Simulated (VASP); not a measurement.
# Al (a cell with a defect) in VASP: single point with PBE

Aim: the single point of Al (a cell with a defect) with PBE.

Everything below comes from runs of VASP 6.6.1. Logs are shortened: lines on timing, memory, paths and dates and some standing lists are left out, and cuts for length are marked.

**1. The cell of the first run**

The cell holds a defect, 23 atoms: a = 7.924 Å, b = 7.924 Å, c = 7.924 Å, α = 80.41°, β = 70.53°, γ = 60.00°.

**2. Single point, PBE (atoms taken out, then relaxed in part)**

INCAR

```
SYSTEM = Al
PREC = Accurate
ENCUT = 520
EDIFF = 1E-6
ISMEAR = 0
SIGMA = 0.1
LREAL = Auto
LASPH = .True.
NELM = 100
ALGO = Normal
ISIF = 2
LWAVE = .False.
LCHARG = .True.
GGA = PE
LELF = .True.
LVHAR = .True.
NBANDS = 52
```

KPOINTS

```
Automatic mesh
0
Gamma
  4 4 4
  0 0 0
```

POSCAR

```
Al
1.0
    3.2350204435      3.2350204435     -6.4700408869
    6.4700408869     -3.2350204435     -3.2350204435
   -3.2350204435     -3.2350204435     -6.4700408869
Al
23
Direct
   -0.0014245392      0.7215592307      0.8780611899
    0.4329694673      0.6340610654      0.7500000000
    0.7798653085      0.7215592307      0.6219388101
    0.3826964970      0.0000000000      0.8392228077
    0.7201346915      0.2784407693      0.8780611899
    0.0670305327      0.3659389346      0.7500000000
    0.5014245392      0.2784407693      0.6219388101
    0.8366424006      0.3595620747      0.5257810183
    0.1962044753      0.6404379253      0.5257810183
    0.5567392347      0.6404228997      0.3536775893
    0.8903576071      0.7192847858      0.2500000000
    0.1173035030      1.0000000000      0.6607771923
    0.4895846682      0.0000000000      0.4475783699
    0.8863890530      0.0000000000      0.4420388838
    0.1971621344      0.3595771003      0.3536775893
    0.6096423929      0.2807152142      0.2500000000
    0.9432607653      0.3595771003      0.1463224107
    0.3028378656      0.6404228997      0.1463224107
    0.6633575994      0.6404379253     -0.0257810183
    0.2500000000      0.0000000000      0.2500000000
    0.6136109470      0.0000000000      0.0579611162
    0.3037955247      0.3595620747     -0.0257810183
    0.0104153318      0.0000000000      0.0524216301
```

Potentials or basis: VASP PAW PBE potentials, release 64 (Al).

Started as:

```bash
$ cat potpaw_PBE.64/Al/POTCAR > POTCAR
$ mpirun -np 1 vasp_std > vasp.out
```

OUTCAR:

```text
SYSTEM = Al
   PREC = Accurate
   ENCUT = 520
   EDIFF = 1E-6
   ISMEAR = 0
   LREAL = Auto
   LASPH = .True.
   NELM = 100
   ISIF = 2
   GGA = PE

 ion  position               nearest neighbor table
   1  0.999  0.722  0.878-   9 2.71  21 2.76  11 2.78  23 2.85  22 2.87  19 2.87   6 2.88  12 2.91
                             2 2.98   3 3.08
   2  0.433  0.634  0.750-   5 2.88   7 2.88  12 2.90   4 2.90  22 2.94   8 2.94  10 2.96  18 2.96
                             9 2.96  19 2.96   3 2.98   1 2.98
   3  0.780  0.722  0.622-  19 2.71  14 2.76  11 2.78  13 2.85   8 2.87   9 2.87   6 2.88   4 2.91
                             2 2.98   1 3.08
   4  0.383  0.000  0.839-  23 2.87  12 2.90   6 2.90   2 2.90  19 2.91  22 2.91   7 2.91   3 2.91
                            21 2.91  13 2.93  20 3.07
   5  0.720  0.278  0.878-   8 2.71  21 2.76  16 2.78  23 2.85  19 2.87  22 2.87   2 2.88  12 2.91
                             6 2.98   7 3.08
   6  0.067  0.366  0.750-   3 2.88   1 2.88   4 2.90  12 2.90   9 2.94  19 2.94  17 2.96  15 2.96
                            22 2.96   8 2.96   5 2.98   7 2.98
   7  0.501  0.278  0.622-  22 2.71  14 2.76  16 2.78  13 2.85   9 2.87   8 2.87   2 2.88   4 2.91
                             6 2.98   5 3.08
   8  0.837  0.360  0.526-   5 2.71  15 2.72  10 2.79  14 2.84  17 2.84   3 2.87   7 2.87  12 2.91
                             2 2.94   6 2.96
   9  0.196  0.640  0.526-   1 2.71  10 2.72  15 2.79  14 2.84  18 2.84   7 2.87   3 2.87  12 2.91
                             6 2.94   2 2.96
  10  0.557  0.640  0.354-   9 2.72   8 2.79  13 2.81  19 2.84  17 2.84  11 2.84  20 2.89  16 2.89
                             2 2.96  18 2.99
  11  0.890  0.719  0.250-   1 2.78   3 2.78  10 2.84  18 2.84  23 2.88  13 2.88  21 2.88  14 2.88
                            15 2.89  17 2.89
  12  0.117  0.000  0.661-  13 2.87   4 2.90   2 2.90   6 2.90   8 2.91   9 2.91   1 2.91   5 2.91
                            14 2.91  23 2.93  20 3.07
  13  0.490  0.000  0.448-  15 2.81  10 2.81  20 2.83   3 2.85   7 2.85  12 2.87  16 2.88  11 2.88
                            21 2.91   4 2.93  14 3.13
  14  0.886  0.000  0.442-   3 2.76   7 2.76  20 2.77   9 2.84   8 2.84  16 2.88  11 2.88  12 2.91
                            23 2.91  13 3.13
  15  0.197  0.360  0.354-   8 2.72   9 2.79  13 2.81  22 2.84  18 2.84  16 2.84  20 2.89  11 2.89
                             6 2.96  17 2.99
  16  0.610  0.281  0.250-   7 2.78   5 2.78  17 2.84  15 2.84  13 2.88  23 2.88  14 2.88  21 2.88
                            18 2.89  10 2.89
  17  0.943  0.360  0.146-  22 2.72  19 2.79  23 2.81   8 2.84  10 2.84  16 2.84  20 2.89  11 2.89
                             6 2.96  15 2.99
  18  0.303  0.640  0.146-  19 2.72  22 2.79  23 2.81   9 2.84  15 2.84  11 2.84  20 2.89  16 2.89
                             2 2.96  10 2.99
  19  0.663  0.640  0.974-   3 2.71  18 2.72  17 2.79  21 2.84  10 2.84   5 2.87   1 2.87   4 2.91
                             6 2.94   2 2.96
  20  0.250  0.000  0.250-  14 2.77  21 2.77  13 2.83  23 2.83  10 2.89  17 2.89  15 2.89  18 2.89
                            12 3.07   4 3.07
  21  0.614  0.000  0.058-   5 2.76   1 2.76  20 2.77  22 2.84  19 2.84  11 2.88  16 2.88   4 2.91
                            13 2.91  23 3.13
  22  0.304  0.360  0.974-   7 2.71  17 2.72  18 2.79  21 2.84  15 2.84   1 2.87   5 2.87   4 2.91
                             2 2.94   6 2.96
  23  0.010  0.000  0.052-  18 2.81  17 2.81  20 2.83   5 2.85   1 2.85   4 2.87  11 2.88  16 2.88
                            14 2.91  12 2.93  21 3.13

  LATTYP: Found a base centered monoclinic cell.
 ALAT       =     7.9241493940
 B/A-ratio  =     1.7320508076
 C/A-ratio  =     1.0000000000
 COS(beta)  =    -0.3333333333

  Lattice vectors:

 A1 = (   3.2350204434,  -6.4700408870,   3.2350204434)
 A2 = (  -6.4700408869,   3.2350204435,   3.2350204435)
 A3 = (  -3.2350204435,  -3.2350204435,  -6.4700408869)

Analysis of symmetry for initial positions (statically):
=====================================================================
 Subroutine PRICEL returns:
 Original cell was already a primitive cell.

 Routine SETGRP: Setting up the symmetry group for a
 base centered monoclinic supercell.

 Subroutine GETGRP returns: Found  4 space group operations
 (whereof  2 operations were pure point group operations)
 out of a pool of  4 trial point group operations.

The static configuration has the point symmetry C_1h.
 The point group associated with its full space group is C_2h.

Analysis of symmetry for dynamics (positions and initial velocities):
=====================================================================
 Subroutine PRICEL returns:
 Original cell was already a primitive cell.

 Routine SETGRP: Setting up the symmetry group for a
 base centered monoclinic supercell.

 Subroutine GETGRP returns: Found  4 space group operations
 (whereof  2 operations were pure point group operations)
 out of a pool of  4 trial point group operations.

The dynamic configuration has the point symmetry C_1h.
 The point group associated with its full space group is C_2h.

 Subroutine INISYM returns: Found  4 space group operations
 (whereof  2 operations are pure point group operations),
 and found     1 'primitive' translations

----------------------------------------------------------------------------------------

                                     Primitive cell

  volume of cell :     406.2677

  direct lattice vectors                    reciprocal lattice vectors
[... 36 lines left out ...]
                 3           3
                 4           4
                 5           5
                 6           6
[... 15 lines left out ...]
                22          22
                23          23

----------------------------------------------------------------------------------------

 KPOINTS: Automatic mesh

Automatic generation of k-mesh.
 Grid dimensions read from file:
 generate k-points for:    4    4    4

 Generating k-lattice:

  Cartesian coordinates                     Fractional coordinates (reciprocal lattice)
     0.006439939  0.032199693 -0.019319816     0.250000000  0.000000000  0.000000000
     0.025759755 -0.025759755  0.000000000     0.000000000  0.250000000  0.000000000
    -0.019319816 -0.019319816 -0.019319816     0.000000000 -0.000000000  0.250000000

  Length of vectors
     0.038099191  0.036429795  0.033462903

  Shift w.r.t. Gamma in fractional coordinates (k-lattice)
     0.000000000  0.000000000  0.000000000

 Subroutine IBZKPT returns following result:
 ===========================================

 Found     24 irreducible k-points:

 Following reciprocal coordinates:
            Coordinates               Weight
  0.000000  0.000000  0.000000      1.000000
  0.250000  0.000000  0.000000      4.000000
  0.500000  0.000000  0.000000      2.000000
  0.000000  0.250000  0.000000      2.000000
  0.500000  0.250000  0.000000      2.000000
 -0.250000  0.250000  0.000000      4.000000
[... 16 lines left out ...]
 -0.250000  0.250000  0.500000      4.000000
 -0.000000  0.500000  0.500000      1.000000
   k-points           NKPTS =     24   k-points in BZ     NKDIM =     24   number of bands    NBANDS=     52
   number of dos      NEDOS =    301   number of ions     NIONS =     23
   total plane-waves  NPLWV = 216000
   dimension x,y,z NGX =    60 NGY =   60 NGZ =   60
   dimension x,y,z NGXF=   120 NGYF=  120 NGZF=  120
   ions per type =              23
   NGX,Y,Z   is equivalent  to a cutoff of  12.59, 12.59, 12.59 a.u.
   NGXF,Y,Z  is equivalent  to a cutoff of  25.18, 25.18, 25.18 a.u.
 SYSTEM =  Al
   PREC   = accura    normal or accurate (medium, high low for compatibility)
   ISTART =      0    job   : 0-new  1-cont  2-samecut
   ICHARG =      2    charge: 1-file 2-atom 10-const
   ISPIN  =      1    spin polarized calculation?
   LNONCOLLINEAR =      F non collinear calculations
   LSORBIT =      F    spin-orbit coupling
   LASPH  =      T    aspherical Exc in radial PAW
   ENCUT  =  520.0 eV  38.22 Ry    6.18 a.u.  14.73 14.73 14.73*2*pi/ulx,y,z
   NELM   =    100;   NELMIN=  2; NELMDL= -5     # of ELM steps
   EDIFF  = 0.1E-05   stopping-criterion for ELM
   LREAL  =      T    real-space projection
   EDIFFG = 0.1E-04   stopping-criterion for IOM
   NSW    =      0    number of steps for IOM
   IBRION =     -1    ionic relax: 0-MD 1-quasi-New 2-CG
   NFREE  =      0    steps in history (QN), initial steepest desc. (CG)
   ISIF   =      2    stress and relaxation
   ISYM   =      2    0-nonsym 1-usesym 2-fastsym
   POTIM  = 0.5000    time-step for ionic-motion
   TEBEG  =    0.0;   TEEND  =   0.0 temperature during run
   PSTRESS=    0.0 pullay stress
   NELECT =      69.0000    total number of electrons
   NUPDOWN=      -1.0000    fix difference up-down
   EMIN   =  10.00;   EMAX   =-10.00  energy-range for DOS
   EFERMI =   0.00;   METHOD = LEGACY
   ISMEAR =     0;   SIGMA  =   0.10  broadening in eV -4-tet -1-fermi 0-gaus
   EFERMI_NEDOS =   21; number of points for ismear=-14 and -15
   IALGO  =     38    algorithm
   IMIX   =      4    mixing-type and parameters
     AMIX     =   0.40;   BMIX     =  1.00
     AMIX_MAG =   1.60;   BMIX_MAG =  1.00
  volume/ion in A,a.u.               =      17.66       119.20
  Fermi-wavevector in a.u.,A,eV,Ry     =   0.906610  1.713244 11.183191  0.821941
  Thomas-Fermi vector in A             =   2.030318
   LORBIT       =      0    0 simple, 1 ext, 2 COOP (PROOUT), +10 PAW based schemes
   GGA     = PE    functional components
   LHFCALC =     F    Hartree Fock is set to
   AEXX    =    0.0000 exact exchange contribution
   IVDW    =     0    specifies the selected vdW correction
   LEPSILON=     F    determine dielectric tensor
   LRPA    =     F    only Hartree local field effects (RPA)
 non-spin polarized calculation
 Gauss-broadening in eV      SIGMA  =   0.10
  energy-cutoff  :      520.00
  volume of cell :      406.27
 maximum number of plane-waves:     10962
 NGX is ok and might be reduce to    60
   NGX = 29   NGY = 29   NGZ = 29

 number of electron      69.0000000 magnetization

 Free energy of the ion-electron system (eV)
  ---------------------------------------------------
  ext. energy  EPLUGINS =         0.00000000
  ---------------------------------------------------
  free energy    TOTEN  =       -84.30734671 eV

  energy without entropy =      -84.26693546  energy(sigma->0) =      -84.28714108

 E-fermi :   7.2836     XC(G=0):  -9.9368

 val. band max:        7.2808080804   @ k =   0.5000   0.2500   0.0000
 cond. band min:       7.2942155035   @ k =   0.0000   0.5000   0.0000
 fundamental gap:      0.0134074231
 Fermi energy:         7.2835620058

 k-point     1 :       0.0000    0.0000    0.0000
  band No.  band energies     occupation
      1      -3.4130      2.00000
      2      -0.8428      2.00000
      3      -0.7738      2.00000
      4      -0.3493      2.00000
      5      -0.2835      2.00000
      6      -0.1235      2.00000
[... 1165 lines left out ...]
     45       9.7462      0.00000
     46       9.8653      0.00000
 [bands above 46 left out]

------------------------ aborting loop because EDIFF is reached ----------------------------------------

  FORCE on cell =-STRESS in cart. coord.  units (eV):
  Direction    XX          YY          ZZ          XY          YZ          ZX
  --------------------------------------------------------------------------------------
  -------------------------------------------------------------------------------------
  Total       -6.1202614     -6.1202614     -2.8876557      0.6988045     -0.2729819     -0.2729819
  in kB      -24.1361624    -24.1361624    -11.3879005      2.7558396     -1.0765447     -1.0765447
  external PRESSURE =     -19.8867418 kB  Pullay stress =       0.0000000 kB

 VOLUME and BASIS-vectors are now :
 -----------------------------------------------------------------------------
  energy-cutoff  :      520.00
  volume of cell :      406.27
      direct lattice vectors                 reciprocal lattice vectors
     3.235020443  3.235020443 -6.470040887     0.025759755  0.128798774 -0.077279264
     6.470040887 -3.235020443 -3.235020443     0.103039019 -0.103039019  0.000000000
    -3.235020443 -3.235020443 -6.470040887    -0.077279264 -0.077279264 -0.077279264

 POSITION                                       TOTAL-FORCE (eV/Angst)
 -----------------------------------------------------------------------------------
      5.05838     -1.94439    -14.47617        -0.000316     -0.004229      0.003561
      3.07680     -3.07680     -9.70506        -0.005123      0.005123      0.000000
      5.17941     -1.82336    -11.40399         0.004229      0.000316     -0.003561
     -1.47687     -1.47687     -7.90587        -0.019185     -0.019185      0.015863
      1.29063     -1.41166    -11.24115        -0.004229     -0.000316      0.003561
      0.15822     -3.39324     -6.47004         0.005123     -0.005123     -0.000000
[... 15 lines left out ...]
      0.15755     -3.33202     -9.43200        -0.003914     -0.007125     -0.002590
     -0.13589     -0.13589     -0.40656        -0.002303     -0.002303     -0.012589
 -----------------------------------------------------------------------------------
    total drift:                                0.000000      0.000000     -0.000000

  FREE ENERGIE OF THE ION-ELECTRON SYSTEM (eV)
  ---------------------------------------------------
  free  energy   TOTEN  =       -84.3073467149 eV

  energy  without entropy=      -84.2669354551  energy(sigma->0) =      -84.28714108
```

It took 5.3 min on 1 thread of Intel Xeon 6975P-C (Granite Rapids), shared host; peak memory 0.62 GiB.

Results:

```yaml
Free_energy: -84.3073 eV
Pressure: -2.0 GPa
Largest_force: 0.031 eV/Å
Band_gap_on_the_k_mesh: zero (an odd number of electrons rules out a gap without spin polarisation)
```

Forces in eV/Å, atoms in the order of the input:
```
Al   0.000 -0.004  0.004
Al  -0.005  0.005  0.000
Al   0.004  0.000 -0.004
Al  -0.019 -0.019  0.016
Al  -0.004  0.000  0.004
Al   0.005 -0.005  0.000
Al   0.000  0.004 -0.004
Al   0.007  0.004  0.003
Al   0.004  0.007  0.003
Al   0.000  0.006  0.007
Al   0.001 -0.001  0.000
Al   0.019  0.019 -0.016
Al   0.002  0.002  0.013
Al   0.008  0.008  0.002
Al   0.006  0.000  0.007
Al  -0.001  0.001  0.000
Al   0.000 -0.006 -0.007
Al  -0.006  0.000 -0.007
Al  -0.007 -0.004 -0.003
Al   0.000  0.000  0.000
Al  -0.008 -0.008 -0.002
Al  -0.004 -0.007 -0.003
Al  -0.002 -0.002 -0.013
```

Stress tensor (GPa, compression positive):
```
-2.41  0.28 -0.11
 0.28 -2.41 -0.11
-0.11 -0.11 -1.14
```

Levels at points of the mesh, in eV from the Fermi level:
| k point | band 32 | band 33 | band 34 | band 35 | band 36 | band 37 |
| --- | --- | --- | --- | --- | --- | --- |
| (0.00, 0.00, 0.00) | -0.57 | -0.56 | -0.54 | -0.54 | -0.23 | -0.18 |
| (0.50, 0.00, 0.00) | -0.24 | -0.20 | -0.10 | 0.14 | 0.26 | 0.31 |
| (0.00, 0.50, 0.00) | -0.61 | -0.58 | -0.55 | -0.36 | -0.29 | -0.01 |
| (0.00, 0.00, 0.50) | 0.04 | 0.15 | 0.23 | 0.52 | 0.66 | 0.73 |
| (0.50, 0.00, 0.50) | -0.87 | -0.79 | -0.79 | -0.66 | -0.63 | -0.41 |
| (0.00, 0.50, 0.50) | -0.88 | -0.60 | -0.32 | 0.20 | 0.21 | 0.66 |

Caveat: the cell differs from its parent crystal (atoms taken out, then relaxed in part).
